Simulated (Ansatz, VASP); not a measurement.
This is a calculation of AlRu for Ansatz 0.2.0.

input

```
crystal:
  lattice:
    - [2.9511680166, 0.0, 0.0]
    - [0.0, 2.9511680166, 0.0]
    - [0.0, 0.0, 2.9511680166]
  atoms:
    - { symbol: Ru, position: [0.5, 0.5, 0.5] }
    - { symbol: Al, position: [0.0, 0.0, 0.0] }
hamiltonian:
  xc: pbe0
  pseudopotentials: { kind: paw }
kpoints:
  mp_grid: { grid: [6, 6, 6] }
scf:
  occupations: { method: fermi_dirac, width: 0.05 }
output:
  forces: true
  stress: true
  eigenvalues: true
```

**Question.** Translate it to VASP 6.6.1. Potentials there: VASP PAW PBE potentials, release 64 (Ru_pv, Al).

**Answer.** As run (the cutoff follows the program's own potentials):

Contents of POSCAR:

```
AlRu
1.0
    2.9511680166      0.0000000000      0.0000000000
    0.0000000000      2.9511680166      0.0000000000
    0.0000000000      0.0000000000      2.9511680166
Ru Al
1 1
Direct
    0.5000000000      0.5000000000      0.5000000000
    0.0000000000      0.0000000000      0.0000000000
```

Contents of INCAR.step1:

```
SYSTEM = AlRu
PREC = Accurate
ENCUT = 520
EDIFF = 1E-5
ISMEAR = -1
SIGMA = 0.05
LREAL = .False.
LASPH = .True.
NELM = 100
ALGO = Normal
ISIF = 2
LWAVE = .True.
LCHARG = .False.
NBANDS = 16
GGA = PE
```

Contents of INCAR.step2:

```
SYSTEM = AlRu
PREC = Accurate
ENCUT = 520
EDIFF = 1E-6
ISMEAR = -1
SIGMA = 0.05
LREAL = .False.
LASPH = .True.
NELM = 100
ALGO = Normal
ISIF = 2
LWAVE = .False.
LCHARG = .False.
GGA = PE
LHFCALC = .True.
AEXX = 0.25
PRECFOCK = Normal
NBANDS = 16
ISTART = 1
```

Contents of KPOINTS:

```
regular mesh
0
Gamma
  6 6 6
  0 0 0
```

Potentials or basis: VASP PAW PBE potentials, release 64 (Ru_pv, Al).

Launch:

```sh
$ cat potpaw_PBE.64/Ru_pv/POTCAR potpaw_PBE.64/Al/POTCAR > POTCAR
$ cp INCAR.step1 INCAR
$ mpirun -np 1 vasp_std > vasp.out
$ cp INCAR.step2 INCAR
$ mpirun -np 1 vasp_std > vasp.out
```

Both were run:

|  | VASP | Ansatz | Ansatz less VASP |
| --- | --- | --- | --- |
| gap on the k mesh at the Fermi level (eV) | none | none | - |
| pressure (GPa) | 4.9 | 4.7 | -0.15 |

A gap of «none» marks a metal or a gap that the smearing closes. VASP's potentials hold 17 valence electrons a cell and Ansatz's 19, so a difference there can come from the potentials and not from the codes.
